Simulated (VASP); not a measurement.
# Au (I4/mmm) in VASP: a series of runs, part 2 of 2

VASP 6.6.1. The steps go on from the part before.

## 3. Single point, PBEsol (strain -0.050 along x and y, +0.050 along z)

The input, INCAR:

```
PREC     = Accurate       # precision mode
ENCUT    = 520            # plane-wave cutoff, eV
EDIFF    = 1E-7           # SCF threshold, eV
ISMEAR   = 0              # smearing method
SIGMA    = 0.15           # smearing width, eV
LREAL    = F              # projectors in reciprocal space
LASPH    = T              # aspherical terms in the spheres
NELM     = 100            # most SCF steps
ALGO     = Normal         # electronic algorithm
ISIF     = 2              # what is computed and relaxed
LWAVE    = F              # write WAVECAR
LCHARG   = F              # write CHGCAR
GGA      = PS             # functional
NBANDS   = 12             # bands
```

The input, KPOINTS:

```
regular mesh
0
Gamma
  20 20 20
```

The input, POSCAR:

```
Au
1.0
   -1.5744055500      1.5744055500      1.7401324500
    1.5744055500     -1.5744055500      1.7401324500
    1.5744055500      1.5744055500     -1.7401324500
Au
1
Direct
    0.0000000000      0.0000000000      0.0000000000
```

Potentials or basis: VASP PAW PBE potentials, release 64 (Au).

Launch:

```sh
$ cat potpaw_PBE.64/Au/POTCAR > POTCAR
$ mpirun -np 1 vasp_std > vasp.out
```

OUTCAR:

```text
PREC = Accurate
   ENCUT = 520
   EDIFF = 1E-7
   ISMEAR = 0
   LREAL = F
   LASPH = T
   NELM = 100
   ISIF = 2
   GGA = PS

 ion  position               nearest neighbor table
   1  0.000  0.000  0.000-

  LATTYP: Found a body centered tetragonal cell.
 ALAT       =     3.1488111000
 C/A-ratio  =     1.1052631579

  Lattice vectors:

 A1 = (  -1.5744055500,   1.5744055500,   1.7401324500)
 A2 = (   1.5744055500,  -1.5744055500,   1.7401324500)
 A3 = (   1.5744055500,   1.5744055500,  -1.7401324500)

Analysis of symmetry for initial positions (statically):
=====================================================================
 Subroutine PRICEL returns:
 Original cell was already a primitive cell.

 Routine SETGRP: Setting up the symmetry group for a
 body centered tetragonal supercell.

 Subroutine GETGRP returns: Found 16 space group operations
 (whereof 16 operations were pure point group operations)
 out of a pool of 16 trial point group operations.

The static configuration has the point symmetry D_4h.

Analysis of symmetry for dynamics (positions and initial velocities):
=====================================================================
 Subroutine PRICEL returns:
 Original cell was already a primitive cell.

 Routine SETGRP: Setting up the symmetry group for a
 body centered tetragonal supercell.

 Subroutine GETGRP returns: Found 16 space group operations
 (whereof 16 operations were pure point group operations)
 out of a pool of 16 trial point group operations.

The dynamic configuration has the point symmetry D_4h.

 Subroutine INISYM returns: Found 16 space group operations
 (whereof 16 operations are pure point group operations),
 and found     1 'primitive' translations

----------------------------------------------------------------------------------------

                                     Primitive cell

  volume of cell :      17.2534

  direct lattice vectors                    reciprocal lattice vectors
    -1.574405550  1.574405550  1.740132450     0.000000000  0.317580181  0.287334450
     1.574405550 -1.574405550  1.740132450     0.317580181  0.000000000  0.287334450
     1.574405550  1.574405550 -1.740132450     0.317580181  0.317580181  0.000000000

  length of vectors
     2.825874487  2.825874487  2.825874487     0.428273578  0.428273578  0.449126200

  position of ions in fractional coordinates (direct lattice)
     0.000000000  0.000000000  0.000000000

  ion indices of the primitive-cell ions
   primitive index   ion index
                 1           1

----------------------------------------------------------------------------------------

 KPOINTS: regular mesh

Automatic generation of k-mesh.
 Grid dimensions read from file:
 generate k-points for:   20   20   20

 Generating k-lattice:

  Cartesian coordinates                     Fractional coordinates (reciprocal lattice)
     0.000000000  0.015879009  0.014366722     0.050000000 -0.000000000  0.000000000
     0.015879009  0.000000000  0.014366722    -0.000000000  0.050000000  0.000000000
     0.015879009  0.015879009  0.000000000     0.000000000  0.000000000  0.050000000

  Length of vectors
     0.021413679  0.021413679  0.022456310

  Shift w.r.t. Gamma in fractional coordinates (k-lattice)
     0.000000000  0.000000000  0.000000000

 Subroutine IBZKPT returns following result:
 ===========================================

 Found    641 irreducible k-points:

 Following reciprocal coordinates:
            Coordinates               Weight
  0.000000  0.000000  0.000000      1.000000
  0.050000  0.000000 -0.000000      8.000000
  0.100000  0.000000  0.000000      8.000000
  0.150000  0.000000 -0.000000      8.000000
  0.200000  0.000000  0.000000      8.000000
  0.250000  0.000000 -0.000000      8.000000
[... 16 lines left out ...]
 -0.400000  0.050000  0.000000     16.000000
 -0.350000  0.050000  0.000000     16.000000
 [... further k-points ...]
   k-points           NKPTS =    641   k-points in BZ     NKDIM =    641   number of bands    NBANDS=     12
   number of dos      NEDOS =    301   number of ions     NIONS =      1
   total plane-waves  NPLWV =  13824
   dimension x,y,z NGX =    24 NGY =   24 NGZ =   24
   dimension x,y,z NGXF=    48 NGYF=   48 NGZF=   48
   ions per type =               1
   NGX,Y,Z   is equivalent  to a cutoff of  14.12, 14.12, 14.12 a.u.
   NGXF,Y,Z  is equivalent  to a cutoff of  28.24, 28.24, 28.24 a.u.
 SYSTEM =  unknown system
   PREC   = accura    normal or accurate (medium, high low for compatibility)
   ISTART =      0    job   : 0-new  1-cont  2-samecut
   ICHARG =      2    charge: 1-file 2-atom 10-const
   ISPIN  =      1    spin polarized calculation?
   LNONCOLLINEAR =      F non collinear calculations
   LSORBIT =      F    spin-orbit coupling
   LASPH  =      T    aspherical Exc in radial PAW
   ENCUT  =  520.0 eV  38.22 Ry    6.18 a.u.   5.25  5.25  5.25*2*pi/ulx,y,z
   NELM   =    100;   NELMIN=  2; NELMDL= -5     # of ELM steps
   EDIFF  = 0.1E-06   stopping-criterion for ELM
   LREAL  =      F    real-space projection
   EDIFFG = 0.1E-05   stopping-criterion for IOM
   NSW    =      0    number of steps for IOM
   IBRION =     -1    ionic relax: 0-MD 1-quasi-New 2-CG
   NFREE  =      0    steps in history (QN), initial steepest desc. (CG)
   ISIF   =      2    stress and relaxation
   ISYM   =      2    0-nonsym 1-usesym 2-fastsym
   POTIM  = 0.5000    time-step for ionic-motion
   TEBEG  =    0.0;   TEEND  =   0.0 temperature during run
   PSTRESS=    0.0 pullay stress
   NELECT =      11.0000    total number of electrons
   NUPDOWN=      -1.0000    fix difference up-down
   EMIN   =  10.00;   EMAX   =-10.00  energy-range for DOS
   EFERMI =   0.00;   METHOD = LEGACY
   ISMEAR =     0;   SIGMA  =   0.15  broadening in eV -4-tet -1-fermi 0-gaus
   EFERMI_NEDOS =   21; number of points for ismear=-14 and -15
   IALGO  =     38    algorithm
   IMIX   =      4    mixing-type and parameters
     AMIX     =   0.40;   BMIX     =  1.00
     AMIX_MAG =   1.60;   BMIX_MAG =  1.00
  volume/ion in A,a.u.               =      17.25       116.43
  Fermi-wavevector in a.u.,A,eV,Ry     =   1.409009  2.662642 27.011748  1.985307
  Thomas-Fermi vector in A             =   2.531109
   LORBIT       =      0    0 simple, 1 ext, 2 COOP (PROOUT), +10 PAW based schemes
   GGA     = PS    functional components
   LHFCALC =     F    Hartree Fock is set to
   AEXX    =    0.0000 exact exchange contribution
   IVDW    =     0    specifies the selected vdW correction
   LEPSILON=     F    determine dielectric tensor
   LRPA    =     F    only Hartree local field effects (RPA)
 non-spin polarized calculation
 Gauss-broadening in eV      SIGMA  =   0.15
  energy-cutoff  :      520.00
  volume of cell :       17.25
 maximum number of plane-waves:       480
 NGX is ok and might be reduce to    24
   NGX = 11   NGY = 11   NGZ = 11

 number of electron      11.0000000 magnetization

 Free energy of the ion-electron system (eV)
  ---------------------------------------------------
  ext. energy  EPLUGINS =         0.00000000
  ---------------------------------------------------
  free energy    TOTEN  =        -3.90579039 eV

  energy without entropy =       -3.90254375  energy(sigma->0) =       -3.90416707

 E-fermi :   9.1173     XC(G=0): -12.8135

 val. band max:        9.1161473416   @ k =   0.3500   0.1000   0.0500
 cond. band min:       9.1190211611   @ k =   0.5000   0.1000  -0.0000
 fundamental gap:      0.0028738195
 Fermi energy:         9.1172735726

 k-point     1 :       0.0000    0.0000    0.0000
  band No.  band energies     occupation
      1      -0.7079      2.00000
      2       4.1413      2.00000
      3       4.1413      2.00000
      4       4.7376      2.00000
      5       5.7680      2.00000
      6       6.4460      2.00000
      7      24.5739      0.00000
      8      26.1396      0.00000
      9      26.1396      0.00000
     10      31.0859      0.00000
     11      33.4195      0.00000
     12      34.3914      0.00000
[... 331 lines left out ...]
 k-point    24 :      -0.3500    0.0500    0.0000
  band No.  band energies     occupation
      1       1.7929      2.00000
      2       3.7215      2.00000
      3       4.9440      2.00000
      4       5.6322      2.00000
      5       6.4369      2.00000
      6       6.6958      2.00000
      7      17.4522      0.00000
      8      23.0991      0.00000
      9      25.6785      0.00000
     10      29.5163      0.00000
     11      30.8992      0.00000
     12      31.2666      0.00000

 [... further k-points ...]
[... 5 lines left out ...]
  --------------------------------------------------------------------------------------
  -------------------------------------------------------------------------------------
  Total       -0.2772647     -0.2772647     -0.1870387      0.0000000     -0.0000000      0.0000000
  in kB      -25.7471748    -25.7471748    -17.3686725      0.0000000     -0.0000000      0.0000000
  external PRESSURE =     -22.9543407 kB  Pullay stress =       0.0000000 kB

 VOLUME and BASIS-vectors are now :
 -----------------------------------------------------------------------------
  energy-cutoff  :      520.00
  volume of cell :       17.25
      direct lattice vectors                 reciprocal lattice vectors
    -1.574405550  1.574405550  1.740132450     0.000000000  0.317580181  0.287334450
     1.574405550 -1.574405550  1.740132450     0.317580181  0.000000000  0.287334450
     1.574405550  1.574405550 -1.740132450     0.317580181  0.317580181  0.000000000

 POSITION                                       TOTAL-FORCE (eV/Angst)
 -----------------------------------------------------------------------------------
      0.00000      0.00000      0.00000         0.000000      0.000000      0.000000
 -----------------------------------------------------------------------------------
    total drift:                                0.000000      0.000000      0.000000

  FREE ENERGIE OF THE ION-ELECTRON SYSTEM (eV)
  ---------------------------------------------------
  free  energy   TOTEN  =        -3.9057903939 eV

  energy  without entropy=       -3.9025437548  energy(sigma->0) =       -3.90416707
```

It took 38 s on 1 thread of Intel Xeon 6975P-C (Granite Rapids), shared host; peak memory 0.25 GiB.

What came out:

| Property | Result |
| --- | --- |
| Free energy | -3.9058 eV |
| Pressure | -2.3 GPa |

Levels at points of the mesh, in eV from the Fermi level:
| k point | band 2 | band 3 | band 4 | band 5 | band 6 | band 7 | band 8 | band 9 | band 10 | band 11 |
| --- | --- | --- | --- | --- | --- | --- | --- | --- | --- | --- |
| (0.00, 0.00, 0.00) | -4.98 | -4.98 | -4.38 | -3.35 | -2.67 | 15.46 | 17.02 | 17.02 | 21.97 | 24.30 |
| (0.50, 0.00, 0.00) | -5.64 | -3.54 | -2.60 | -1.50 | -0.85 | 3.21 | 12.80 | 14.57 | 21.39 | 22.56 |
| (0.50, 0.50, 0.00) | -6.32 | -2.58 | -2.47 | -1.34 | -0.27 | 4.00 | 11.44 | 12.33 | 19.70 | 21.14 |
| (0.50, 0.50, 0.50) | -6.74 | -1.92 | -1.71 | -1.71 | 4.40 | 7.19 | 7.19 | 9.05 | 15.30 | 16.89 |

Caveat: the cell differs from its parent crystal (strain -0.050 along x and y, +0.050 along z); the PAW data sets were made with another functional, which shifts forces and pressure a little; spin-orbit coupling is left out, which moves the levels of the heavy elements.

## 4. Single point, PBEsol (strain -0.025 along x and y, +0.050 along z)

The input, INCAR:

```
ALGO     = Normal         # electronic algorithm
EDIFF    = 1E-6           # SCF threshold, eV
ENCUT    = 520            # plane-wave cutoff, eV
GGA      = PS             # functional
ISIF     = 2              # what is computed and relaxed
ISMEAR   = 0              # smearing method
LASPH    = T              # aspherical terms in the spheres
LCHARG   = T              # write CHGCAR
LELF     = T              # ELF
LREAL    = F              # projectors in reciprocal space
LVHAR    = T            
LWAVE    = F              # write WAVECAR
NBANDS   = 12             # bands
NELM     = 80             # most SCF steps
PREC     = Accurate       # precision mode
SIGMA    = 0.15           # smearing width, eV
```

The input, KPOINTS:

```
k-points
0
Gamma
  20 20 20
```

The input, POSCAR:

```
Au
1.0
   -1.6158372750      1.6158372750      1.7401324500
    1.6158372750     -1.6158372750      1.7401324500
    1.6158372750      1.6158372750     -1.7401324500
Au
1
Direct
    0.0000000000      0.0000000000      0.0000000000
```

Launch:

```sh
$ cat potpaw_PBE.64/Au/POTCAR > POTCAR
$ mpirun -np 1 vasp_std > vasp.out
```

Wall time 48 s (1 thread of Intel Xeon 6975P-C (Granite Rapids), shared host); peak memory 0.25 GiB.

It converged, with:

```yaml
Free_energy: -3.8704 eV
Pressure: -9.4 GPa
```

Stress tensor (GPa, compression positive):
```
-9.55  0.00  0.00
 0.00 -9.55  0.00
 0.00  0.00 -9.05
```

Levels at points of the mesh, in eV from the Fermi level:
```
           k point  band 2  band 3  band 4  band 5  band 6  band 7  band 8  band 9  band 10  band 11
(0.00, 0.00, 0.00)   -4.66   -4.66   -4.25   -3.07   -2.60   15.69   16.83   16.83    21.71    23.97
(0.50, 0.00, 0.00)   -5.36   -3.24   -2.56   -1.48   -0.58    2.99   12.64   13.97    21.59    21.61
(0.50, 0.50, 0.00)   -5.83   -2.60   -2.45   -1.37   -0.17    3.55   11.59   12.36    19.47    20.66
(0.50, 0.50, 0.50)   -6.29   -1.85   -1.71   -1.71    4.84    6.86    6.86    8.66    14.81    16.02
```

Caveat: the cell differs from its parent crystal (strain -0.025 along x and y, +0.050 along z); the PAW data sets were made with another functional, which shifts forces and pressure a little; spin-orbit coupling is left out, which moves the levels of the heavy elements.

## 5. The runs side by side

| cell | gap on the mesh (eV) | pressure (GPa) |
| --- | --- | --- |
| a = 2.801 Å, angles 111.6, 111.6, 105.3°, 1 atom | none | 1.9 |
| a = 2.826 Å, angles 112.3, 112.3, 104.0°, 1 atom | none | -2.3 |
| a = 2.872 Å, angles 111.5, 111.5, 105.4°, 1 atom | none | -9.4 |

Alike in all rows: task single point; level PBEsol; potentials or basis VASP PAW PBE potentials, release 64 (Au); no spin polarisation; k mesh 20 × 20 × 20; cutoff (eV) 520; smearing gaussian 0.15 eV.

Caveats: the PAW data sets were made with another functional, which shifts forces and pressure a little; spin-orbit coupling is left out, which moves the levels of the heavy elements.

Total energies depend on the potentials used, so only differences within one code and one set of settings carry meaning.
